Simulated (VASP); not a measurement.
Set up this calculation in VASP 6.6.1, as the native input.

```
Task                   : single point
Functional             : LDA
Potentials or basis    : VASP PAW LDA potentials, release 64 (Ga_d, N)
Cutoff                 : 520 eV
k mesh                 : 10 × 10 × 10
Occupations            : gaussian, width 0.01 eV
Spin                   : no spin polarisation
Dipole correction      : no
Further INCAR settings : ALGO = Normal; EDIFF = 1e-07; NBANDS = 16
```

The structure of GaN lies in POSCAR:

```
GaN
1.0
    0.0000000000      2.2489526566      2.2489526566
    2.2489526566      0.0000000000      2.2489526566
    2.2489526566      2.2489526566      0.0000000000
Ga N
1 1
Direct
    0.0000000000      0.0000000000      0.0000000000
    0.2500000000      0.2500000000      0.2500000000
```

The input as run:

INCAR

```
SYSTEM = GaN
PREC = Accurate
ENCUT = 520
EDIFF = 1E-7
ISMEAR = 0
SIGMA = 0.01
LREAL = .FALSE.
LASPH = .TRUE.
NELM = 100
ALGO = Normal
ISIF = 2
LWAVE = .FALSE.
LCHARG = .TRUE.
GGA = CA
LELF = .TRUE.
LVHAR = .TRUE.
NBANDS = 16
```

KPOINTS

```
Automatic mesh
0
G
  10 10 10
  0 0 0
```

Potentials or basis: VASP PAW LDA potentials, release 64 (Ga_d, N).

Run with:

```console
$ cat potpaw_LDA.64/Ga_d/POTCAR potpaw_LDA.64/N/POTCAR > POTCAR
$ mpirun -np 1 vasp_std > vasp.out
```

It gave:

```
Pressure               : -4.4 GPa
Band gap on the k mesh : 1.79 eV, direct
```

Run time: 11 s on 1 thread of Intel(R) Xeon(R) Platinum 8259CL CPU @ 2.50GHz (Skylake/Cascade Lake) (shared host), peak memory 0.13 GiB.
